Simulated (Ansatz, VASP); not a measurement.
Li4Ge2B: VASP beside Ansatz

```xyz
7
Lattice="4.4984 0.0000 0.0000 -2.2492 3.8957 0.0000 -2.2492 1.2986 6.1588" Properties=species:S:1:pos:R:3 pbc="T T T"
Ge    0.0000    2.5972    1.3602
Ge   -2.2492    3.8957    4.9230
B    -2.2492    3.8957    2.2984
Li    2.2492    1.2986    3.1286
Li    2.2492    1.2986    0.6270
Li    2.2492    1.2986    6.0978
Li    0.0000    2.5972    3.8369
```

Alike in both runs: task single point; functional PBE; k mesh 8 × 8 × 8; no spin polarisation.

|  | VASP | Ansatz |
| --- | --- | --- |
| version | VASP 6.6.1 | Ansatz 0.2.0 |
| potentials or method | VASP PAW PBE potentials, release 64 (Ge_d, B, Li_sv), cutoff 520 eV | PAW plane waves |
| occupations | fermi-dirac, width 0.1 eV | fermi-dirac |
| valence electrons in the cell | 43 | 43 |

|  | VASP | Ansatz | Ansatz less VASP |
| --- | --- | --- | --- |
| rms of the force components (eV/Å) | 0.323 | 0.322 | -0.0010 |

Atom by atom the forces differ by 0.001 eV/Å (rms over components). Ansatz's warnings: structure snapped to symmetry.

Noted on VASP's run: the cutoff is under 1.25 times that of the potentials, so the pressure is a little rough.
